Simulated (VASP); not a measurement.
# Rh (Fm-3m) in VASP: notebook

The runs below take Rh through single point, with LDA.

Program: VASP 6.6.1. These are calculated values, not measurements. Logs are shortened: lines on timing, memory, paths and dates and some standing lists are left out, and cuts for length are marked.

## (1) The cell of the first run

Symmetry: Fm-3m, No. 225, cubic system. Conventional cell: a = 3.514 Å, b = 3.514 Å, c = 3.514 Å, α = 90.00°, β = 90.00°, γ = 90.00°. Rh (site symmetry m-3m) has 12 Rh at 2.48 Å within 3.3 Å.

## (2) Single point, LDA (10.85 Å³/atom)

The input, INCAR:

```
SYSTEM = Rh
ALGO = Normal
EDIFF = 1E-6
ENCUT = 520
GGA = CA
ISIF = 2
ISMEAR = 0
LASPH = .True.
LCHARG = .False.
LREAL = .False.
LWAVE = .False.
NBANDS = 14
NELM = 80
PREC = Accurate
SIGMA = 0.15
```

The input, KPOINTS:

```
k-points
0
Gamma
  22 22 22
  0 0 0
```

The input, POSCAR:

```
Rh
1.0
    0.0000000000      1.7568979448      1.7568979448
    1.7568979448      0.0000000000      1.7568979448
    1.7568979448      1.7568979448      0.0000000000
Rh
1
Direct
    0.0000000000      0.0000000000      0.0000000000
```

Potentials or basis: VASP PAW LDA potentials, release 64 (Rh_pv).

Run with:

```console
$ cat potpaw_LDA.64/Rh_pv/POTCAR > POTCAR
$ mpirun -np 1 vasp_std > vasp.out
```

OUTCAR:

```text
SYSTEM = Rh
   EDIFF = 1E-6
   ENCUT = 520
   GGA = CA
   ISIF = 2
   ISMEAR = 0
   LASPH = .True.
   LREAL = .False.
   NELM = 80
   PREC = Accurate

 ion  position               nearest neighbor table
   1  0.000  0.000  0.000-

  LATTYP: Found a face centered cubic cell.
 ALAT       =     3.5137958896

  Lattice vectors:

 A1 = (   0.0000000000,   1.7568979448,   1.7568979448)
 A2 = (   1.7568979448,   0.0000000000,   1.7568979448)
 A3 = (   1.7568979448,   1.7568979448,   0.0000000000)

Analysis of symmetry for initial positions (statically):
=====================================================================
 Subroutine PRICEL returns:
 Original cell was already a primitive cell.

 Routine SETGRP: Setting up the symmetry group for a
 face centered cubic supercell.

 Subroutine GETGRP returns: Found 48 space group operations
 (whereof 48 operations were pure point group operations)
 out of a pool of 48 trial point group operations.

The static configuration has the point symmetry O_h .

Analysis of symmetry for dynamics (positions and initial velocities):
=====================================================================
 Subroutine PRICEL returns:
 Original cell was already a primitive cell.

 Routine SETGRP: Setting up the symmetry group for a
 face centered cubic supercell.

 Subroutine GETGRP returns: Found 48 space group operations
 (whereof 48 operations were pure point group operations)
 out of a pool of 48 trial point group operations.

The dynamic configuration has the point symmetry O_h .

 Subroutine INISYM returns: Found 48 space group operations
 (whereof 48 operations are pure point group operations),
 and found     1 'primitive' translations

----------------------------------------------------------------------------------------

                                     Primitive cell

  volume of cell :      10.8460

  direct lattice vectors                    reciprocal lattice vectors
     0.000000000  1.756897945  1.756897945    -0.284592512  0.284592512  0.284592512
     1.756897945  0.000000000  1.756897945     0.284592512 -0.284592512  0.284592512
     1.756897945  1.756897945  0.000000000     0.284592512  0.284592512 -0.284592512

  length of vectors
     2.484628901  2.484628901  2.484628901     0.492928691  0.492928691  0.492928691

  position of ions in fractional coordinates (direct lattice)
     0.000000000  0.000000000  0.000000000

  ion indices of the primitive-cell ions
   primitive index   ion index
                 1           1

----------------------------------------------------------------------------------------

 KPOINTS: k-points

Automatic generation of k-mesh.
 Grid dimensions read from file:
 generate k-points for:   22   22   22

 Generating k-lattice:

  Cartesian coordinates                     Fractional coordinates (reciprocal lattice)
    -0.012936023  0.012936023  0.012936023     0.045454545  0.000000000  0.000000000
     0.012936023 -0.012936023  0.012936023     0.000000000  0.045454545  0.000000000
     0.012936023  0.012936023 -0.012936023     0.000000000  0.000000000  0.045454545

  Length of vectors
     0.022405850  0.022405850  0.022405850

  Shift w.r.t. Gamma in fractional coordinates (k-lattice)
     0.000000000  0.000000000  0.000000000

 Subroutine IBZKPT returns following result:
 ===========================================

 Found    328 irreducible k-points:

 Following reciprocal coordinates:
            Coordinates               Weight
  0.000000  0.000000  0.000000      1.000000
  0.045455  0.000000  0.000000      8.000000
  0.090909  0.000000  0.000000      8.000000
  0.136364  0.000000  0.000000      8.000000
  0.181818  0.000000  0.000000      8.000000
  0.227273  0.000000  0.000000      8.000000
[... 16 lines left out ...]
  0.500000  0.045455  0.000000     24.000000
 -0.454545  0.045455  0.000000     24.000000
 [... further k-points ...]
   k-points           NKPTS =    328   k-points in BZ     NKDIM =    328   number of bands    NBANDS=     14
   number of dos      NEDOS =    301   number of ions     NIONS =      1
   total plane-waves  NPLWV =   5832
   dimension x,y,z NGX =    18 NGY =   18 NGZ =   18
   dimension x,y,z NGXF=    36 NGYF=   36 NGZF=   36
   ions per type =               1
   NGX,Y,Z   is equivalent  to a cutoff of  12.04, 12.04, 12.04 a.u.
   NGXF,Y,Z  is equivalent  to a cutoff of  24.09, 24.09, 24.09 a.u.
 SYSTEM =  Rh
   PREC   = accura    normal or accurate (medium, high low for compatibility)
   ISTART =      0    job   : 0-new  1-cont  2-samecut
   ICHARG =      2    charge: 1-file 2-atom 10-const
   ISPIN  =      1    spin polarized calculation?
   LNONCOLLINEAR =      F non collinear calculations
   LSORBIT =      F    spin-orbit coupling
   LASPH  =      T    aspherical Exc in radial PAW
   ENCUT  =  520.0 eV  38.22 Ry    6.18 a.u.   4.62  4.62  4.62*2*pi/ulx,y,z
   NELM   =     80;   NELMIN=  2; NELMDL= -5     # of ELM steps
   EDIFF  = 0.1E-05   stopping-criterion for ELM
   LREAL  =      F    real-space projection
   EDIFFG = 0.1E-04   stopping-criterion for IOM
   NSW    =      0    number of steps for IOM
   IBRION =     -1    ionic relax: 0-MD 1-quasi-New 2-CG
   NFREE  =      0    steps in history (QN), initial steepest desc. (CG)
   ISIF   =      2    stress and relaxation
   ISYM   =      2    0-nonsym 1-usesym 2-fastsym
   POTIM  = 0.5000    time-step for ionic-motion
   TEBEG  =    0.0;   TEEND  =   0.0 temperature during run
   PSTRESS=    0.0 pullay stress
   NELECT =      15.0000    total number of electrons
   NUPDOWN=      -1.0000    fix difference up-down
   EMIN   =  10.00;   EMAX   =-10.00  energy-range for DOS
   EFERMI =   0.00;   METHOD = LEGACY
   ISMEAR =     0;   SIGMA  =   0.15  broadening in eV -4-tet -1-fermi 0-gaus
   EFERMI_NEDOS =   21; number of points for ismear=-14 and -15
   IALGO  =     38    algorithm
   IMIX   =      4    mixing-type and parameters
     AMIX     =   0.40;   BMIX     =  1.00
     AMIX_MAG =   1.60;   BMIX_MAG =  1.00
  volume/ion in A,a.u.               =      10.85        73.19
  Fermi-wavevector in a.u.,A,eV,Ry     =   1.823960  3.446785 45.264287  3.326831
  Thomas-Fermi vector in A             =   2.879795
   LORBIT       =      0    0 simple, 1 ext, 2 COOP (PROOUT), +10 PAW based schemes
   GGA     = CA    functional components
   LHFCALC =     F    Hartree Fock is set to
   AEXX    =    0.0000 exact exchange contribution
   IVDW    =     0    specifies the selected vdW correction
   LEPSILON=     F    determine dielectric tensor
   LRPA    =     F    only Hartree local field effects (RPA)
 non-spin polarized calculation
 Gauss-broadening in eV      SIGMA  =   0.15
  energy-cutoff  :      520.00
  volume of cell :       10.85
 maximum number of plane-waves:       305
   NGX =  9   NGY =  9   NGZ =  9

 number of electron      14.9999993 magnetization

 Free energy of the ion-electron system (eV)
  ---------------------------------------------------
  ext. energy  EPLUGINS =         0.00000000
  ---------------------------------------------------
  free energy    TOTEN  =        -8.03737673 eV

  energy without entropy =       -8.02692397  energy(sigma->0) =       -8.03215035

 E-fermi :  16.6847     XC(G=0): -15.9127

 val. band max:       16.6777338656   @ k =   0.3636   0.0000   0.0000
 cond. band min:      16.6952497380   @ k =   0.3182   0.1818   0.0455
 fundamental gap:      0.0175158724
 Fermi energy:        16.6846581523

 k-point     1 :       0.0000    0.0000    0.0000
  band No.  band energies     occupation
      1     -29.9022      2.00000
      2     -29.9022      2.00000
      3     -29.9022      2.00000
      4       6.8511      2.00000
      5      12.2077      2.00000
      6      12.2077      2.00000
      7      12.2077      2.00000
      8      15.2761      2.00000
      9      15.2761      2.00000
     10      32.0905      0.00000
     11      36.3951      0.00000
     12      38.9480      0.00000
     13      38.9480      0.00000
     14      38.9480      0.00000

 k-point     2 :       0.0455    0.0000    0.0000
  band No.  band energies     occupation
      1     -29.9378      2.00000
      2     -29.9067      2.00000
      3     -29.9067      2.00000
      4       6.9584      2.00000
      5      12.1507      2.00000
      6      12.2541      2.00000
      7      12.2541      2.00000
      8      15.2442      2.00000
      9      15.2442      2.00000
     10      32.2774      0.00000
     11      36.3944      0.00000
     12      38.4409      0.00000
     13      39.1269      0.00000
     14      39.1269      0.00000

 k-point     3 :       0.0909    0.0000    0.0000
  band No.  band energies     occupation
      1     -30.0410      2.00000
      2     -29.9197      2.00000
      3     -29.9197      2.00000
      4       7.2672      2.00000
      5      12.0019      2.00000
      6      12.3822      2.00000
      7      12.3822      2.00000
      8      15.1648      2.00000
      9      15.1648      2.00000
     10      32.8077      0.00000
     11      36.3928      0.00000
     12      37.3016      0.00000
     13      39.6539      0.00000
     14      39.6539      0.00000

 k-point     4 :       0.1364    0.0000    0.0000
  band No.  band energies     occupation
      1     -30.2020      2.00000
      2     -29.9402      2.00000
      3     -29.9402      2.00000
      4       7.7310      2.00000
      5      11.8297      2.00000
      6      12.5533      2.00000
      7      12.5533      2.00000
      8      15.0886      2.00000
      9      15.0886      2.00000
     10      33.5720      0.00000
     11      36.0041      0.00000
     12      36.4008      0.00000
     13      40.5011      0.00000
     14      40.5011      0.00000

 k-point     5 :       0.1818    0.0000    0.0000
  band No.  band energies     occupation
      1     -30.4058      2.00000
      2     -29.9664      2.00000
      3     -29.9664      2.00000
      4       8.2463      2.00000
      5      11.7616      2.00000
      6      12.6973      2.00000
      7      12.6973      2.00000
      8      15.1002      2.00000
      9      15.1002      2.00000
     10      34.1184      0.00000
     11      35.0541      0.00000
[... 276 lines left out ...]
 k-point    22 :       0.4545    0.0455    0.0000
  band No.  band energies     occupation
      1     -31.4828      2.00000
      2     -30.1272      2.00000
      3     -30.1256      2.00000
      4       8.3785      2.00000
      5      12.0282      2.00000
      6      12.2206      2.00000
      7      15.8382      2.00000
      8      17.5040      0.00000
      9      18.1039      0.00000
     10      28.6868      0.00000
     11      32.2616      0.00000
     12      36.3979      0.00000
     13      40.0058      0.00000
     14      40.4024      0.00000

 k-point    23 :       0.5000    0.0455    0.0000
  band No.  band energies     occupation
      1     -31.5338      2.00000
      2     -30.1406      2.00000
      3     -30.1268      2.00000
      4       8.3210      2.00000
      5      11.9841      2.00000
      6      12.1556      2.00000
      7      16.2493      1.99996
      8      17.5794      0.00000
      9      18.5548      0.00000
     10      28.1412      0.00000
     11      31.9497      0.00000
     12      36.3978      0.00000
     13      39.7728      0.00000
     14      39.7865      0.00000

 k-point    24 :      -0.4545    0.0455    0.0000
  band No.  band energies     occupation
      1     -31.5234      2.00000
      2     -30.1454      2.00000
      3     -30.1192      2.00000
      4       8.3340      2.00000
      5      12.0079      2.00000
      6      12.1532      2.00000
      7      16.2197      1.99999
      8      17.4263      0.00000
      9      18.5392      0.00000
     10      28.2618      0.00000
     11      32.0111      0.00000
     12      36.3978      0.00000
     13      39.6422      0.00000
     14      40.0966      0.00000

 [... further k-points ...]
[... 5 lines left out ...]
  --------------------------------------------------------------------------------------
  -------------------------------------------------------------------------------------
  Total        7.1339759      7.1339759      7.1339759     -0.0000000      0.0000000      0.0000000
  in kB     1053.8349981   1053.8349981   1053.8349981     -0.0000000      0.0000000      0.0000000
  external PRESSURE =    1053.8349981 kB  Pullay stress =       0.0000000 kB

 VOLUME and BASIS-vectors are now :
 -----------------------------------------------------------------------------
  energy-cutoff  :      520.00
  volume of cell :       10.85
      direct lattice vectors                 reciprocal lattice vectors
     0.000000000  1.756897945  1.756897945    -0.284592512  0.284592512  0.284592512
     1.756897945  0.000000000  1.756897945     0.284592512 -0.284592512  0.284592512
     1.756897945  1.756897945  0.000000000     0.284592512  0.284592512 -0.284592512

 POSITION                                       TOTAL-FORCE (eV/Angst)
 -----------------------------------------------------------------------------------
      0.00000      0.00000      0.00000         0.000000      0.000000     -0.000000
 -----------------------------------------------------------------------------------
    total drift:                                0.000000      0.000000      0.000000

  FREE ENERGIE OF THE ION-ELECTRON SYSTEM (eV)
  ---------------------------------------------------
  free  energy   TOTEN  =        -8.0373767266 eV

  energy  without entropy=       -8.0269239710  energy(sigma->0) =       -8.03215035
```

It took 16 s on 1 thread of Intel Xeon 6975P-C (Granite Rapids), shared host; peak memory 0.15 GiB.

What came out:

```
Free energy            : -8.0374 eV
Pressure               : 105.4 GPa
Band gap on the k mesh : zero (an odd number of electrons rules out a gap without spin polarisation)
```

Caveat: the cell stands under pressure.

## (3) Single point, LDA (11.64 Å³/atom)

This run uses another cell than the first one, of 11.64 Å³/atom.

The input, INCAR:

```
PREC = Accurate
ENCUT = 520
EDIFF = 1E-6
ISMEAR = 0
SIGMA = 0.15
LREAL = False
LASPH = True
NELM = 100
ALGO = Normal
ISIF = 2
LWAVE = False
LCHARG = True
LELF = True
LVHAR = True
NBANDS = 14
```

The input, KPOINTS:

```
regular mesh
0
Gamma
  22 22 22
```

The input, POSCAR:

```
Rh
1.0
    0.0000000000      1.7987130719      1.7987130719
    1.7987130719      0.0000000000      1.7987130719
    1.7987130719      1.7987130719      0.0000000000
Rh
1
Direct
    0.0000000000      0.0000000000      0.0000000000
```

Potentials or basis: VASP PAW LDA potentials, release 64 (Rh_pv).

Run with:

```console
$ cat potpaw_LDA.64/Rh_pv/POTCAR > POTCAR
$ mpirun -np 1 vasp_std > vasp.out
```

It took 20 s on 1 thread of Intel Xeon 6975P-C (Granite Rapids), shared host; peak memory 0.15 GiB.

Results (log left out):

| Item | Value |
| --- | --- |
| Free energy | -8.4339 eV |
| Pressure | 57.4 GPa |
| Band gap on the k mesh | zero (an odd number of electrons rules out a gap without spin polarisation) |

Levels at points of the mesh, in eV from the Fermi level:
```
           k point  band 3  band 4  band 5  band 6  band 7  band 8  band 9  band 10  band 11  band 12
(0.00, 0.00, 0.00)  -46.46   -9.29   -4.02   -4.02   -4.02   -1.27   -1.27    15.64    19.90    22.05
(0.50, 0.00, 0.00)  -46.63   -7.71   -4.13   -4.13    0.57    0.79    0.79    10.51    15.25    19.90
(0.50, 0.50, 0.00)  -46.93   -8.12   -7.68    0.77    1.34    1.34    3.51    14.21    14.21    14.59
```

Caveat: the cell stands under pressure.

## (4) Single point, LDA (12.43 Å³/atom)

This run uses another cell than the first one, of 12.43 Å³/atom.

The input, INCAR:

```
  PREC = Accurate
  ENCUT = 520
  EDIFF = 1E-6
  ISMEAR = 0
  SIGMA = 0.15
  LREAL = F
  LASPH = T
  NELM = 100
  ALGO = Normal
  ISIF = 2
  LWAVE = F
  LCHARG = F
  GGA = CA
  NBANDS = 14
```

The input, KPOINTS:

```
Automatic mesh
0
Gamma
  22 22 22
```

The input, POSCAR:

```
Rh
1.0
    0.0000000000      1.8387187836      1.8387187836
    1.8387187836      0.0000000000      1.8387187836
    1.8387187836      1.8387187836      0.0000000000
Rh
1
Direct
    0.0000000000      0.0000000000      0.0000000000
```

Run with:

```console
$ cat potpaw_LDA.64/Rh_pv/POTCAR > POTCAR
$ mpirun -np 1 vasp_std > vasp.out
```

Run time: 18 s. Hardware: 1 thread of Intel Xeon 6975P-C (Granite Rapids), shared host; peak memory 0.16 GiB.

It converged, with:

| Property | Result |
| --- | --- |
| Free energy | -8.6316 eV |
| Pressure | 24.1 GPa |
| Band gap on the k mesh | zero (an odd number of electrons rules out a gap without spin polarisation) |

Levels at points of the mesh, in eV from the Fermi level:
```tsv
k point	band 3	band 4	band 5	band 6	band 7	band 8	band 9	band 10	band 11	band 12
(0.00, 0.00, 0.00)	-46.34	-8.78	-3.63	-3.63	-3.63	-1.14	-1.14	15.81	20.07	21.80
(0.50, 0.00, 0.00)	-46.48	-7.06	-3.72	-3.72	0.60	0.70	0.70	9.70	15.37	20.07
(0.50, 0.50, 0.00)	-46.72	-7.37	-6.96	0.68	1.19	1.19	3.36	13.61	13.81	13.81
```

Caveat: the cell stands under pressure.

## (5) Overview

| cell | gap on the mesh (eV) | pressure (GPa) |
| --- | --- | --- |
| a = 2.485 Å, angles 60.0°, 1 atom | none | 105.4 |
| a = 2.544 Å, angles 60.0°, 1 atom | none | 57.4 |
| a = 2.600 Å, angles 60.0°, 1 atom | none | 24.1 |

Alike in all rows: task single point; level LDA; potentials or basis VASP PAW LDA potentials, release 64 (Rh_pv); no spin polarisation; k mesh 22 × 22 × 22; cutoff (eV) 520; smearing gaussian 0.15 eV.

Caveats: the cell stands under pressure.

Total energies depend on the potentials used, so only differences within one code and one set of settings carry meaning.
